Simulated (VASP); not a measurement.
# Sr (Fm-3m) in VASP: further runs, part 2 of 2

VASP 6.6.1. Earlier steps stand in the parts before.

### 4 Relaxation of cell and atoms, r2SCAN

This run uses another cell than the first one, of 56.32 Å³/atom.

POSCAR

```
Sr
1.0
    0.0000000000      3.0423500000      3.0423500000
    3.0423500000      0.0000000000      3.0423500000
    3.0423500000      3.0423500000      0.0000000000
Sr
1
Direct
    0.0000000000      0.0000000000      0.0000000000
```

INCAR.step1

```
SYSTEM = Sr
  PREC = Accurate
  ENCUT = 600
  ISMEAR = 0
  SIGMA = 0.1
  LREAL = .FALSE.
  LASPH = .TRUE.
  NELM = 60
  GGA = PE
  ALGO = Normal
  EDIFF = 1E-4
  LWAVE = .TRUE.
  LCHARG = .FALSE.
```

INCAR.step2

```
SYSTEM = Sr
  PREC = Accurate
  ENCUT = 600
  EDIFF = 1E-7
  ISMEAR = 0
  SIGMA = 0.1
  LREAL = .FALSE.
  LASPH = .TRUE.
  NELM = 60
  ALGO = Normal
  ISIF = 3
  LWAVE = .FALSE.
  LCHARG = .FALSE.
  METAGGA = R2SCAN
  LMIXTAU = .TRUE.
  IBRION = 2
  NSW = 100
  EDIFFG = -0.005
  ISTART = 1
```

KPOINTS

```
regular mesh
0
G
  12 12 12
  0 0 0
```

Potentials or basis: VASP PAW PBE potentials, release 64 (Sr_sv).

On the command line:

```sh
$ cat potpaw_PBE.64/Sr_sv/POTCAR > POTCAR
$ cp INCAR.step1 INCAR
$ mpirun -np 1 vasp_std > vasp.out
$ cp INCAR.step2 INCAR
$ mpirun -np 1 vasp_std > vasp.out
```

OUTCAR:

```text
SYSTEM = Sr
   PREC = Accurate
   ENCUT = 600
   EDIFF = 1E-7
   ISMEAR = 0
   LREAL = .FALSE.
   LASPH = .TRUE.
   NELM = 60
   ISIF = 3
   METAGGA = R2SCAN
   IBRION = 2
   NSW = 100
   EDIFFG = -0.005
   ISTART = 1

 ion  position               nearest neighbor table
   1  0.000  0.000  0.000-

  LATTYP: Found a face centered cubic cell.
 ALAT       =     6.0847000000

  Lattice vectors:

 A1 = (   0.0000000000,   3.0423500000,   3.0423500000)
 A2 = (   3.0423500000,   0.0000000000,   3.0423500000)
 A3 = (   3.0423500000,   3.0423500000,   0.0000000000)

Analysis of symmetry for initial positions (statically):
=====================================================================
 Subroutine PRICEL returns:
 Original cell was already a primitive cell.

 Routine SETGRP: Setting up the symmetry group for a
 face centered cubic supercell.

 Subroutine GETGRP returns: Found 48 space group operations
 (whereof 48 operations were pure point group operations)
 out of a pool of 48 trial point group operations.

The static configuration has the point symmetry O_h .

Analysis of symmetry for dynamics (positions and initial velocities):
=====================================================================
 Subroutine PRICEL returns:
 Original cell was already a primitive cell.

 Routine SETGRP: Setting up the symmetry group for a
 face centered cubic supercell.

 Subroutine GETGRP returns: Found 48 space group operations
 (whereof 48 operations were pure point group operations)
 out of a pool of 48 trial point group operations.

The dynamic configuration has the point symmetry O_h .

 Subroutine INISYM returns: Found 48 space group operations
 (whereof 48 operations are pure point group operations),
 and found     1 'primitive' translations

----------------------------------------------------------------------------------------

                                     Primitive cell

  volume of cell :      56.3193

  direct lattice vectors                    reciprocal lattice vectors
     0.000000000  3.042350000  3.042350000    -0.164346640  0.164346640  0.164346640
     3.042350000  0.000000000  3.042350000     0.164346640 -0.164346640  0.164346640
     3.042350000  3.042350000  0.000000000     0.164346640  0.164346640 -0.164346640

  length of vectors
     4.302532631  4.302532631  4.302532631     0.284656730  0.284656730  0.284656730

  position of ions in fractional coordinates (direct lattice)
     0.000000000  0.000000000  0.000000000

  ion indices of the primitive-cell ions
   primitive index   ion index
                 1           1

----------------------------------------------------------------------------------------

 KPOINTS: regular mesh

Automatic generation of k-mesh.
 Grid dimensions read from file:
 generate k-points for:   12   12   12

 Generating k-lattice:

[... 22 lines left out ...]
  0.333333  0.000000  0.000000      8.000000
  0.416667  0.000000  0.000000      8.000000
[... 16 lines left out ...]
  0.500000  0.166667  0.000000     24.000000
 -0.416667  0.166667  0.000000     24.000000
 [... further k-points ...]
   k-points           NKPTS =     72   k-points in BZ     NKDIM =     72   number of bands    NBANDS=      9
   number of dos      NEDOS =    301   number of ions     NIONS =      1
   total plane-waves  NPLWV =  46656
   dimension x,y,z NGX =    36 NGY =   36 NGZ =   36
   dimension x,y,z NGXF=    72 NGYF=   72 NGZF=   72
   ions per type =               1
   NGX,Y,Z   is equivalent  to a cutoff of  13.91, 13.91, 13.91 a.u.
   NGXF,Y,Z  is equivalent  to a cutoff of  27.82, 27.82, 27.82 a.u.
 SYSTEM =  Sr
   PREC   = accura    normal or accurate (medium, high low for compatibility)
   ISTART =      1    job   : 0-new  1-cont  2-samecut
   ICHARG =      0    charge: 1-file 2-atom 10-const
   ISPIN  =      1    spin polarized calculation?
   LNONCOLLINEAR =      F non collinear calculations
   LSORBIT =      F    spin-orbit coupling
   LASPH  =      T    aspherical Exc in radial PAW
   ENCUT  =  600.0 eV  44.10 Ry    6.64 a.u.   8.59  8.59  8.59*2*pi/ulx,y,z
   NELM   =     60;   NELMIN=  2; NELMDL=  0     # of ELM steps
   EDIFF  = 0.1E-06   stopping-criterion for ELM
   LREAL  =      F    real-space projection
   EDIFFG = -.5E-02   stopping-criterion for IOM
   NSW    =    100    number of steps for IOM
   IBRION =      2    ionic relax: 0-MD 1-quasi-New 2-CG
   NFREE  =      1    steps in history (QN), initial steepest desc. (CG)
   ISIF   =      3    stress and relaxation
   ISYM   =      2    0-nonsym 1-usesym 2-fastsym
   POTIM  = 0.5000    time-step for ionic-motion
   TEBEG  =    0.0;   TEEND  =   0.0 temperature during run
   PSTRESS=    0.0 pullay stress
   NELECT =      10.0000    total number of electrons
   NUPDOWN=      -1.0000    fix difference up-down
   EMIN   =  10.00;   EMAX   =-10.00  energy-range for DOS
   EFERMI =   0.00;   METHOD = LEGACY
   ISMEAR =     0;   SIGMA  =   0.10  broadening in eV -4-tet -1-fermi 0-gaus
   EFERMI_NEDOS =   21; number of points for ismear=-14 and -15
   IALGO  =     38    algorithm
   IMIX   =      4    mixing-type and parameters
     AMIX     =   0.40;   BMIX     =  1.00
     AMIX_MAG =   1.60;   BMIX_MAG =  1.00
  volume/ion in A,a.u.               =      56.32       380.06
  Fermi-wavevector in a.u.,A,eV,Ry     =   0.920144  1.738819 11.519569  0.846664
  Thomas-Fermi vector in A             =   2.045416
   LORBIT       =      0    0 simple, 1 ext, 2 COOP (PROOUT), +10 PAW based schemes
   METAGGA = R2SCAN    functional components
   LHFCALC =     F    Hartree Fock is set to
   AEXX    =    0.0000 exact exchange contribution
   IVDW    =     0    specifies the selected vdW correction
   LEPSILON=     F    determine dielectric tensor
   LRPA    =     F    only Hartree local field effects (RPA)
 conjugate gradient relaxation of ions
 non-spin polarized calculation
 Gauss-broadening in eV      SIGMA  =   0.10
  energy-cutoff  :      600.00
  volume of cell :       56.32
 maximum number of plane-waves:      1899
   NGX = 17   NGY = 17   NGZ = 17

--------------------------------------- Ionic step        1  -------------------------------------------

 number of electron      10.0000000 magnetization

 Free energy of the ion-electron system (eV)
  ---------------------------------------------------
  ext. energy  EPLUGINS =         0.00000000
  ---------------------------------------------------
  free energy    TOTEN  =       -15.10117244 eV

  energy without entropy =      -15.09222240  energy(sigma->0) =      -15.09669742

------------------------ aborting loop because EDIFF is reached ----------------------------------------

  FORCE on cell =-STRESS in cart. coord.  units (eV):
  Direction    XX          YY          ZZ          XY          YZ          ZX
  --------------------------------------------------------------------------------------
  -------------------------------------------------------------------------------------
  Total        0.0351835      0.0351835      0.0351835      0.0000000      0.0000000      0.0000000
  in kB        1.0009019      1.0009019      1.0009019      0.0000000      0.0000000      0.0000000
  external PRESSURE =       1.0009019 kB  Pullay stress =       0.0000000 kB
[... 57 lines left out ...]
--------------------------------------- Ionic step        3  -------------------------------------------

 number of electron      10.0000000 magnetization

 Free energy of the ion-electron system (eV)
  ---------------------------------------------------
  ext. energy  EPLUGINS =         0.00000000
  ---------------------------------------------------
  free energy    TOTEN  =       -15.10132082 eV

  energy without entropy =      -15.09230785  energy(sigma->0) =      -15.09681434

 E-fermi :   1.4760     XC(G=0):  -7.6880

 val. band max:        1.4553231376   @ k =  -0.4167   0.2500   0.0000
 cond. band min:       1.4763229271   @ k =   0.5000   0.0833   0.0000
 fundamental gap:      0.0209997895
 Fermi energy:         1.4760177636

 k-point     1 :       0.0000    0.0000    0.0000
  band No.  band energies     occupation
      1     -36.5947      2.00000
      2     -17.8582      2.00000
      3     -17.8582      2.00000
      4     -17.8582      2.00000
      5      -2.2926      2.00000
      6       4.1577      0.00000
      7       4.1577      0.00000
      8       4.1577      0.00000
      9       5.6542      0.00000
[... 265 lines left out ...]
 k-point    24 :      -0.4167    0.1667    0.0000
  band No.  band energies     occupation
      1     -36.5804      2.00000
      2     -18.0231      2.00000
      3     -17.9156      2.00000
      4     -17.8894      2.00000
      5       0.7701      2.00000
      6       1.5140      0.59160
      7       3.2999      0.00000
      8       4.2878      0.00000
      9       6.3989      0.00000

 [... further k-points ...]
[... 5 lines left out ...]
  --------------------------------------------------------------------------------------
  -------------------------------------------------------------------------------------
  Total       -0.0025820     -0.0025820     -0.0025820     -0.0000000     -0.0000000      0.0000000
  in kB       -0.0727761     -0.0727761     -0.0727761     -0.0000000     -0.0000000      0.0000000
  external PRESSURE =      -0.0727761 kB  Pullay stress =       0.0000000 kB
[... 16 lines left out ...]
  FREE ENERGIE OF THE ION-ELECTRON SYSTEM (eV)
  ---------------------------------------------------
  free  energy   TOTEN  =       -15.1013208203 eV

  energy  without entropy=      -15.0923078532  energy(sigma->0) =      -15.09681434

 reached required accuracy - stopping structural energy minimisation
```

OUTCAR.step1:

```text
SYSTEM = Sr
   PREC = Accurate
   ENCUT = 600
   ISMEAR = 0
   LREAL = .FALSE.
   LASPH = .TRUE.
   NELM = 60
[... 504 lines left out ...]
 -----------------------------------------------------------------------------------
      0.00000      0.00000      0.00000        -0.000000     -0.000000      0.000000
 -----------------------------------------------------------------------------------
    total drift:                               -0.000000      0.000000      0.000000

  FREE ENERGIE OF THE ION-ELECTRON SYSTEM (eV)
  ---------------------------------------------------
  free  energy   TOTEN  =        -1.6386265774 eV

  energy  without entropy=       -1.6304556891  energy(sigma->0) =       -1.63454113
```

Wall time 3.7 min (1 thread of Intel Xeon 6975P-C (Granite Rapids), shared host); peak memory 0.25 GiB.

What came out:

```yaml
Free_energy: -15.1013 eV
Relaxed_volume: 56.84 Å³/atom
Relaxed_cell: a = 4.316 Å, b = 4.316 Å, c = 4.316 Å, α = 60.00°, β = 60.00°, γ = 60.00°
Space_group_after_relaxing_to_0.1_Å: Fm-3m (No. 225)
Energy_gained_by_relaxing: 0.1 meV/atom
Ionic_steps: 3
Pressure_after_relaxing: 0.0 GPa
Band_gap_on_the_k_mesh: zero (bands 5 and 6 overlap by 0.19 eV)
```

The path:
```tsv
step	energy change (eV)	largest force (eV/Å)	pressure (GPa)	volume (Å³)
1	0.0000	0.0000	0.10	56.32
2	-0.0001	0.0000	0.04	56.61
3	-0.0001	0.0000	-0.01	56.84
```

Final structure:
```xyz
1
Lattice="0.0000 3.0518 3.0518 3.0518 0.0000 3.0518 3.0518 3.0518 0.0000" Properties=species:S:1:pos:R:3 pbc="T T T"
Sr    0.0000    0.0000    0.0000
```

Levels at points of the mesh, in eV from the Fermi level:
| k point | band 1 | band 2 | band 3 | band 4 | band 5 | band 6 | band 7 | band 8 | band 9 |
| --- | --- | --- | --- | --- | --- | --- | --- | --- | --- |
| (0.00, 0.00, 0.00) | -38.07 | -19.33 | -19.33 | -19.33 | -3.77 | 2.68 | 2.68 | 2.68 | 4.18 |
| (0.50, 0.00, 0.00) | -38.06 | -19.52 | -19.36 | -19.36 | -1.03 | -0.06 | 2.49 | 2.49 | 5.22 |
| (0.50, 0.50, 0.00) | -38.05 | -19.51 | -19.40 | -19.40 | -0.55 | 0.53 | 0.99 | 5.22 | 5.53 |

Caveat: the PAW data sets were made with another functional, which shifts forces and pressure a little. Zero-point motion and thermal expansion aren't in these numbers.

### 5 The runs side by side

| task | cell | cutoff (eV) | gap on the mesh (eV) | pressure (GPa) |
| --- | --- | --- | --- | --- |
| single point | a = 4.356 Å, angles 60.0°, 1 atom | 520 | none | -0.3 |
| single point | a = 4.398 Å, angles 60.0°, 1 atom | 520 | none | -0.6 |
| relaxation of cell and atoms | relaxed from a = 4.303 Å, angles 60.0°, 1 atom | 600 | none | 0.0 |

Alike in all rows: level r2SCAN; potentials or basis VASP PAW PBE potentials, release 64 (Sr_sv); no spin polarisation; k mesh 12 × 12 × 12; smearing gaussian 0.1 eV.

Caveats: the PAW data sets were made with another functional, which shifts forces and pressure a little.

Total energies depend on the potentials used, so only differences within one code and one set of settings carry meaning.
